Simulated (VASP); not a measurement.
Cs8SnPb7Cl24 (a cell with a defect): relaxation of the atoms with PBEsol

The system is Cs8SnPb7Cl24 (a cell with a defect).

```xyz
40
Lattice="11.2343 0.0000 0.0000 0.0000 11.2343 0.0000 0.0000 0.0000 11.2343" Properties=species:S:1:pos:R:3 pbc="T T T"
Cs    0.0452   11.2323   11.2281
Cs    0.0052   11.2178    5.6408
Cs   11.2272    5.5901    0.0060
Cs   11.2330    5.6305    5.6157
Cs    5.6268    0.0316    0.0135
Cs    5.5887   11.2278    5.6360
Cs    5.6146    5.6311    0.0036
Cs    5.6158    5.5932    5.6086
Sn    2.7854    2.7924    2.7884
Pb    2.8018    2.8087    8.4081
Pb    2.8083    8.4079    2.8259
Pb    2.7946    8.4087    8.4217
Pb    8.4256    2.8188    2.8072
Pb    8.4086    2.8112    8.4079
Pb    8.4334    8.4242    2.8175
Pb    8.4189    8.4205    8.4333
Cl    2.7915    2.8043    0.0317
Cl    2.8158    2.7961    5.6376
Cl    2.8406    8.4657   11.2274
Cl    2.8555    8.4353    5.6311
Cl    8.3926    2.8259   11.2054
Cl    8.4278    2.8427    5.6303
Cl    8.4169    8.4301   11.2288
Cl    8.4360    8.4255    5.6201
Cl    0.0328    2.7678    2.8291
Cl    0.0078    2.8102    8.3998
Cl    0.0001    8.4094    2.7884
Cl    0.0432    8.4032    8.4528
Cl    5.6278    2.8699    2.7813
Cl    5.5958    2.7944    8.4048
Cl    5.5922    8.4140    2.8252
Cl    5.6215    8.4192    8.4320
Cl    2.7983   11.2307    2.8195
Cl    2.8065    0.0104    8.4670
Cl    2.8240    5.6032    2.7882
Cl    2.8013    5.5968    8.4357
Cl    8.4334   11.2078    2.8096
Cl    8.4004    0.0075    8.4222
Cl    8.4276    5.6446    2.8324
Cl    8.4059    5.6285    8.4484
```

```yaml
Program: VASP 6.6.1
Task: relaxation of the atoms
Functional: PBEsol
Potentials_or_basis: VASP PAW PBE potentials, release 64 (Cs_sv, Sn_d, Pb_d, Cl)
Cutoff: 450 eV
k_mesh: 1 × 1 × 1, shifted
Occupations: fermi-dirac, width 0.05 eV
Spin: no spin polarisation
Dipole_correction: no
Further_INCAR_settings: LREAL = Auto; ALGO = Normal; EDIFF = 1e-07; ISYM = -1; IBRION = 2; EDIFFG = -0.03; NSW = 100
```

| Property | Result |
| --- | --- |
| Energy gained by relaxing | 1.1 meV/atom |
| Ionic steps | 7 |
| Pressure after relaxing | -0.3 GPa |
| Largest force after relaxing | 0.027 eV/Å |
| Band gap on the k mesh | 3.10 eV |

Forces in eV/Å, atoms in the order of the input:
```
Cs   0.009  0.002  0.013
Cs   0.002  0.012 -0.013
Cs   0.003 -0.001  0.005
Cs  -0.005 -0.009 -0.006
Cs  -0.004 -0.002  0.001
Cs  -0.001 -0.001 -0.002
Cs   0.001 -0.005  0.007
Cs   0.000 -0.003 -0.008
Sn  -0.008  0.001 -0.019
Pb   0.000  0.000  0.016
Pb   0.008  0.006  0.004
Pb  -0.005 -0.001  0.002
Pb   0.007  0.004  0.000
Pb  -0.003 -0.006  0.004
Pb   0.011  0.001  0.004
Pb  -0.017 -0.001  0.006
Cl  -0.004 -0.005 -0.003
Cl   0.005  0.004 -0.013
Cl   0.000 -0.007 -0.005
Cl  -0.014  0.002  0.002
Cl   0.007  0.002  0.006
Cl  -0.005  0.001 -0.001
Cl  -0.003  0.000 -0.006
Cl   0.012  0.001  0.005
Cl  -0.024  0.011 -0.008
Cl  -0.004 -0.003  0.000
Cl   0.004 -0.001  0.004
Cl   0.005  0.003 -0.002
Cl   0.010 -0.016  0.008
Cl   0.007 -0.002  0.000
Cl  -0.003 -0.002  0.003
Cl   0.012  0.000 -0.003
Cl   0.008  0.001  0.001
Cl  -0.007  0.004 -0.010
Cl  -0.009  0.009  0.010
Cl   0.001 -0.001  0.004
Cl  -0.010 -0.001  0.003
Cl   0.006 -0.002 -0.004
Cl   0.009 -0.001 -0.004
Cl   0.001  0.006  0.000
```

Step by step:
| step | energy change (eV) | largest force (eV/Å) | pressure (GPa) |
| --- | --- | --- | --- |
| 1 | 0.0000 | 0.2567 | -0.27 |
| 2 | -0.0230 | 0.1703 | -0.28 |
| 3 | -0.0406 | 0.0765 | -0.29 |
| 4 | -0.0406 | 0.0764 | -0.29 |
| 5 | -0.0421 | 0.0502 | -0.29 |
| 6 | -0.0440 | 0.0403 | -0.29 |
| 7 | -0.0450 | 0.0272 | -0.29 |

Final structure:
```xyz
40
Lattice="11.2343 0.0000 0.0000 0.0000 11.2343 0.0000 0.0000 0.0000 11.2343" Properties=species:S:1:pos:R:3 pbc="T T T"
Cs    0.0492   11.2299    0.0002
Cs    0.0060   11.2265    5.6326
Cs   11.2283    5.5928    0.0059
Cs   11.2302    5.6225    5.6142
Cs    5.6242    0.0287    0.0128
Cs    5.5868   11.2267    5.6351
Cs    5.6150    5.6283    0.0096
Cs    5.6152    5.5911    5.6017
Sn    2.8112    2.8039    2.8135
Pb    2.8007    2.8043    8.4271
Pb    2.8081    8.4182    2.8101
Pb    2.8199    8.4189    8.4331
Pb    8.4289    2.8110    2.8033
Pb    8.4158    2.8141    8.4173
Pb    8.4218    8.4284    2.8117
Pb    8.4322    8.4286    8.4311
Cl    2.7842    2.8000    0.0407
Cl    2.8179    2.7971    5.5938
Cl    2.8394    8.4591    0.0075
Cl    2.8429    8.4351    5.6210
Cl    8.3997    2.8272   11.2281
Cl    8.4235    2.8425    5.6089
Cl    8.4144    8.4293    0.0062
Cl    8.4446    8.4264    5.6211
Cl    0.0462    2.7778    2.8176
Cl   11.2273    2.8078    8.4020
Cl    0.0005    8.4059    2.7933
Cl    0.0059    8.4061    8.4484
Cl    5.5909    2.8554    2.7849
Cl    5.6048    2.7940    8.4035
Cl    5.6147    8.4152    2.8261
Cl    5.6203    8.4184    8.4309
Cl    2.8032    0.0246    2.8176
Cl    2.8011   11.2294    8.4591
Cl    2.8122    5.5744    2.7923
Cl    2.8016    5.6100    8.4382
Cl    8.4261    0.0050    2.8115
Cl    8.4043    0.0042    8.4193
Cl    8.4370    5.6184    2.8289
Cl    8.4061    5.6187    8.4479
```

Levels at points of the mesh, in eV from the valence-band top:
| k point | band 173 | band 174 | band 175 | band 176 | band 177 | band 178 | band 179 | band 180 |
| --- | --- | --- | --- | --- | --- | --- | --- | --- |
| (0.25, 0.25, 0.25) | -0.71 | -0.70 | -0.45 | 0.00 | 3.10 | 3.10 | 3.34 | 3.48 |

Run time: 7.1 min on 4 MPI ranks on Intel(R) Xeon(R) Platinum 8488C (Sapphire Rapids) (shared host), peak memory 0.42 GiB a rank.

Caveat: the PAW data sets were made with another functional, which shifts forces and pressure a little; spin-orbit coupling is left out, which moves the levels of the heavy elements.
